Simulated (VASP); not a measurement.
Be:

```
Be
1.0
    -1.26500    1.26500    1.26500
     1.26500   -1.26500    1.26500
     1.26500    1.26500   -1.26500
Be
1
Direct
  0.00000 0.00000 0.00000
```

This isn't the form of Be at room conditions, which is hcp.

```yaml
Program: VASP 6.6.1
Task: relaxation of cell and atoms
Functional: r2SCAN
Potentials_or_basis: VASP PAW PBE potentials, release 64 (Be)
Cutoff: 660 eV
k_mesh: 26 × 26 × 26
Occupations: gaussian, width 0.05 eV
Spin: no spin polarisation
```

At the start: pressure -4.1 GPa; volume 8.10 Å³/atom.

Problem. How do energy, volume and symmetry change on relaxing?

Solution. Over 3 steps the energy falls by 3.6 meV/atom and the volume is 7.83 Å³/atom (-3.3 %); space group Im-3m (No. 229, to 0.1 Å) before and after.

Step by step:
```csv
step,energy change (eV),largest force (eV/Å),pressure (GPa),volume (Å³)
1,0.0000,0.0000,-4.07,8.10
2,-0.0035,0.0000,-0.54,7.86
3,-0.0036,0.0000,-0.03,7.83
```

Final structure:
```
Be
1.0
    -1.25073    1.25073    1.25073
     1.25073   -1.25073    1.25073
     1.25073    1.25073   -1.25073
Be
1
Direct
  0.00000 0.00000 0.00000
```

Caveat: the PAW data sets were made with another functional, which shifts forces and pressure a little.
